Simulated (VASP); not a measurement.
# Ge (Fd-3m) in VASP: notebook, part 2 of 2

VASP 6.6.1. The steps go on from the part before.

**3. Relaxation of cell and atoms, PBE, target pressure -2 GPa, at which the enthalpy is minimised**

This run uses another cell than the first one, of 22.64 Å³/atom, 0.910 times its volume.

Contents of INCAR:

```
SYSTEM = Ge
  PREC = Accurate
  ENCUT = 600
  EDIFF = 1E-6
  ISMEAR = -1
  SIGMA = 0.1
  LREAL = .False.
  LASPH = .True.
  NELM = 80
  ALGO = Normal
  ISIF = 3
  LWAVE = .False.
  LCHARG = .False.
  GGA = PE
  IBRION = 2
  NSW = 80
  EDIFFG = -0.02
  PSTRESS = -20.0
```

Contents of KPOINTS:

```
Automatic mesh
0
Gamma
  6 6 6
  0 0 0
```

Contents of POSCAR:

```
Ge
1.0
    4.0006830000      0.0000000000      0.0000000000
    2.0003415000      3.4646931105      0.0000000000
    2.0003415000      1.1548977035      3.2665439909
Ge
2
Direct
    0.0000000000      0.0000000000      0.0000000000
    0.2500000000      0.2500000000      0.2500000000
```

Potentials or basis: VASP PAW PBE potentials, release 64 (Ge_d).

Launch:

```bash
> cat potpaw_PBE.64/Ge_d/POTCAR > POTCAR
> mpirun -np 1 vasp_std > vasp.out
```

OUTCAR:

```text
SYSTEM = Ge
   PREC = Accurate
   ENCUT = 600
   EDIFF = 1E-6
   ISMEAR = -1
   LREAL = .False.
   LASPH = .True.
   NELM = 80
   ISIF = 3
   GGA = PE
   IBRION = 2
   NSW = 80
   EDIFFG = -0.02
   PSTRESS = -20.0

 ion  position               nearest neighbor table
   1  0.000  0.000  0.000-   2 2.45   2 2.45   2 2.45   2 2.45
   2  0.250  0.250  0.250-   1 2.45   1 2.45   1 2.45   1 2.45

  LATTYP: Found a face centered cubic cell.
 ALAT       =     5.6578201574

  Lattice vectors:

 A1 = (   4.0006830000,   0.0000000000,   0.0000000000)
 A2 = (   2.0003415000,   3.4646931105,   0.0000000000)
 A3 = (   2.0003415000,   1.1548977035,   3.2665439909)

Analysis of symmetry for initial positions (statically):
=====================================================================
 Subroutine PRICEL returns:
 Original cell was already a primitive cell.

 Routine SETGRP: Setting up the symmetry group for a
 face centered cubic supercell.

[... 163 lines left out ...]
 val. band max:        5.0001443464   @ k =   0.0000   0.0000   0.0000
 cond. band min:       5.0356172683   @ k =   0.0000   0.0000   0.0000
 fundamental gap:      0.0354729219
 Fermi energy:         5.0282670649

 k-point     1 :       0.0000    0.0000    0.0000
  band No.  band energies     occupation
      1     -19.8120      2.00000
      2     -19.8119      2.00000
      3     -19.8119      2.00000
      4     -19.7759      2.00000
      5     -19.7759      2.00000
      6     -19.5653      2.00000
[... 476 lines left out ...]
--------------------------------------- Ionic step        5  -------------------------------------------

 number of electron      27.9999971 magnetization

 Free energy of the ion-electron system (eV)
  ---------------------------------------------------
  ext. energy  EPLUGINS =         0.00000000
  ---------------------------------------------------
  free energy    TOTEN  =        -8.98680188 eV

  energy without entropy =       -8.97836813  energy(sigma->0) =       -8.98258501

 E-fermi :   4.0107     XC(G=0):  -9.4892

 val. band max:        3.6790532645   @ k =   0.1667   0.0000   0.0000
 cond. band min:       4.0624509812   @ k =   0.5000   0.0000   0.0000
 fundamental gap:      0.3833977167
 Fermi energy:         4.0106919651

 k-point     1 :       0.0000    0.0000    0.0000
  band No.  band energies     occupation
      1     -20.5585      2.00000
      2     -20.5585      2.00000
      3     -20.5585      2.00000
      4     -20.5291      2.00000
      5     -20.5291      2.00000
      6     -20.3633      2.00000
[... 358 lines left out ...]
  energy  without entropy=       -8.9783681325  energy(sigma->0) =       -8.98258501

  enthalpy is  TOTEN    =        -9.6066420850 eV   P V=       -0.6198402070

 reached required accuracy - stopping structural energy minimisation
```

CONTCAR:

```text
Ge
   1.00000000000000
     4.1256442473451491   -0.0000000000000000    0.0000000000000000
     2.0628221236725746    3.5729127251903092    0.0000000000000000
     2.0628221236725746    1.1909709083967699    3.3685744221075176
  Ge
     2
Direct
     0.0000000000000000    0.0000000000000000    0.0000000000000000
     0.2500000000000000    0.2500000000000000    0.2500000000000000

  0.00000000E+00  0.00000000E+00  0.00000000E+00
  0.00000000E+00  0.00000000E+00  0.00000000E+00
```

It took 1.7 min on 1 thread of AMD EPYC, shared host; peak memory 0.15 GiB.

What came out:

- Free energy: -8.9868 eV
- Relaxed volume: 24.83 Å³/atom
- Relaxed cell: a = 4.126 Å, b = 4.126 Å, c = 4.126 Å, α = 60.00°, β = 60.00°, γ = 60.00°
- Space group after relaxing (to 0.05 Å): Fd-3m (No. 227)
- Energy change on relaxing (the enthalpy is what falls): -9.4 meV/atom
- Ionic steps: 5
- Pressure after relaxing: -2.0 GPa
- Band gap on the k mesh: zero (band 14 reaches 4.14 eV, above the bottom of band 15 at 4.06 eV)

The path:
```csv
step,energy change (eV),largest force (eV/Å),pressure (GPa),volume (Å³)
1,0.0000,0.0000,3.64,45.28
2,-0.0035,0.0000,-2.89,50.70
3,-0.0175,0.0000,-2.24,49.76
4,-0.0199,0.0000,-1.78,49.56
5,-0.0188,0.0000,-1.98,49.65
```

Final structure:
```xyz
2
Lattice="4.1256 0.0000 0.0000 2.0628 3.5729 0.0000 2.0628 1.1910 3.3686" Properties=species:S:1:pos:R:3 pbc="T T T"
Ge    0.0000    0.0000    0.0000
Ge    2.0628    1.1910    0.8421
```

Levels at points of the mesh, in eV from the Fermi level:
| k point | band 12 | band 13 | band 14 | band 15 | band 16 | band 17 |
| --- | --- | --- | --- | --- | --- | --- |
| (0.00, 0.00, 0.00) | -0.65 | 0.13 | 0.13 | 0.13 | 2.64 | 2.64 |
| (0.50, 0.00, 0.00) | -7.08 | -1.14 | -1.14 | 0.05 | 3.82 | 3.82 |
| (0.50, 0.50, 0.00) | -8.43 | -2.64 | -2.64 | 0.99 | 0.99 | 8.90 |

Caveat: the cell is relaxed towards a set pressure, so the enthalpy falls and the energy may rise. PBE usually gives volumes a little too large and moduli too small.

**4. Comparison with measurements**

Step 2. Against the measured gap of Ge, 0.807 eV (direct; 300 K; “Electronic and optical properties of SixGe1-x-ySny alloys lattice-matched to Ge”, 2021, arxiv:2109.02782), the calculated 0.00 eV is off by -0.81 eV. 3 values of this kind are on record (0.666 to 0.807 eV); this one was drawn at random among those near their median. Spin-orbit coupling on Ge is left out. The value is that of PBE on a finite k mesh, which can miss the band edges, without temperature or zero-point motion. Semilocal functionals fall short of measured gaps as a rule.
